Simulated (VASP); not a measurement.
Here is a VASP 6.6.1 calculation.

File INCAR:

```
PREC     = Accurate       # precision mode
ENCUT    = 520            # plane-wave cutoff, eV
EDIFF    = 1E-8           # SCF threshold, eV
ISMEAR   = -1             # smearing method
SIGMA    = 0.03           # smearing width, eV
LREAL    = False          # projectors in reciprocal space
LASPH    = True           # aspherical terms in the spheres
NELM     = 60             # most SCF steps
ALGO     = Normal         # electronic algorithm
ISIF     = 2              # what is computed and relaxed
LWAVE    = False          # write WAVECAR
LCHARG   = False          # write CHGCAR
GGA      = PE             # functional
LEFG     = True         
NBANDS   = 12             # bands
```

KPOINTS

```
Automatic mesh
0
Gamma
  10 10 10
```

Contents of POSCAR:

```
LiF
1.0
    0.0000000000      2.0341400000      2.0140000000
    2.0341400000      0.0000000000      2.0140000000
    2.0341400000      2.0341400000      0.0000000000
Li F
1 1
Direct
    0.0000000000      0.0000000000      0.0000000000
    0.5000000000      0.5000000000      0.5000000000
```

Potentials or basis: VASP PAW PBE potentials, release 64 (Li_sv, F).

The run is started by

```bash
$ cat potpaw_PBE.64/Li_sv/POTCAR potpaw_PBE.64/F/POTCAR > POTCAR
$ mpirun -np 1 vasp_std > vasp.out
```

(1) Predict the band gap on the k mesh.

Results:

(1) 8.90 eV, direct.

Caveat: the cell differs from its parent crystal (equal xx and yy strain of +1 %); without QUAD_EFG the Cq values of the log hold for a quadrupole moment of 1 mb, not for the nuclei.
